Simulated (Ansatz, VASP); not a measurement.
# Si: VASP beside Ansatz

Contents of INCAR:

```
PREC = Accurate
ENCUT = 520
EDIFF = 1E-8
ISMEAR = -1
SIGMA = 0.08
LREAL = F
LASPH = T
NELM = 80
ALGO = Normal
ISIF = 2
LWAVE = F
LCHARG = F
GGA = PE
LEFG = T
NBANDS = 11
```

The input KPOINTS:

```
regular mesh
0
Gamma
  11 11 11
```

File POSCAR:

```
Si
1.0
    0.0000000000      2.6605082448      2.6605082448
    2.6605082448      0.0000000000      2.6605082448
    2.6605082448      2.6605082448      0.0000000000
Si
2
Direct
    0.5000000000      0.5000000000      0.5000000000
    0.7500000000      0.7500000000      0.7500000000
```

Input for Ansatz:

```yaml
crystal:
  lattice:
    - [0.0, 2.6605082448, 2.6605082448]
    - [2.6605082448, 0.0, 2.6605082448]
    - [2.6605082448, 2.6605082448, 0.0]
  atoms:
    - { symbol: Si, position: [0.5, 0.5, 0.5] }
    - { symbol: Si, position: [0.75, 0.75, 0.75] }
kpoints:
  mp_grid: { grid: [11, 11, 11] }
scf:
  occupations: { method: fermi_dirac, width: 0.08 }
hamiltonian:
  xc: pbe
  pseudopotentials: { kind: paw }
output:
  forces: true
  stress: true
  eigenvalues: true
  efg: { contact_densities: true }
```

Change from the starting cell: volume scaled by 0.9405, PAW files.

Alike in both runs: task electric field gradients; functional PBE; k mesh 11 × 11 × 11; occupations fermi-dirac, width 0.08 eV; no spin polarisation.

```csv
,VASP,Ansatz
version,VASP 6.6.1,Ansatz 0.2.0
potentials or method,"VASP PAW PBE potentials, release 64 (Si)","PAW with Ansatz's default frozen-core files, scalar-relativistic"
plane-wave cutoff (eV),520,420
valence electrons in the cell,8,8
```

Ansatz gave:

```
pressure (GPa) : 8.8
```

Problem. What did VASP give for the same quantities?

Solution. Pressure (GPa): 8.7.

The functional is the same, so the differences come from potentials, cutoffs and numerics.
